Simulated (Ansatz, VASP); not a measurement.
**Hf in VASP and in Ansatz**

```
Hf
1.0
     0.00000    2.24356    2.24356
     2.24356    0.00000    2.24356
     2.24356    2.24356    0.00000
Hf
1
Direct
  0.00000 0.00000 0.00000
```

Alike in both runs: functional PBE; k mesh 15 × 15 × 15; occupations fermi-dirac, width 0.1 eV; no spin polarisation.

Ansatz relaxed the structure, and its values are those at the end. VASP's run is a single point on that final structure, the one shown.

|  | VASP | Ansatz |
| --- | --- | --- |
| version | VASP 6.6.1 | Ansatz 0.2.0 |
| potentials or method | VASP PAW PBE potentials, release 64 (Hf_pv) | PAW with Ansatz's default frozen-core files, scalar-relativistic |
| plane-wave cutoff (eV) | 520 | 420 |
| valence electrons in the cell | 10 | 26 |

```csv
,VASP,Ansatz,Ansatz less VASP
pressure (GPa),-0.4,0.0,+0.43
```

The functional is the same, so the differences come from potentials, cutoffs and numerics. VASP's potentials hold 10 valence electrons a cell and Ansatz's 26, so a difference there can come from the potentials and not from the codes.

Neither program's run includes spin-orbit coupling.
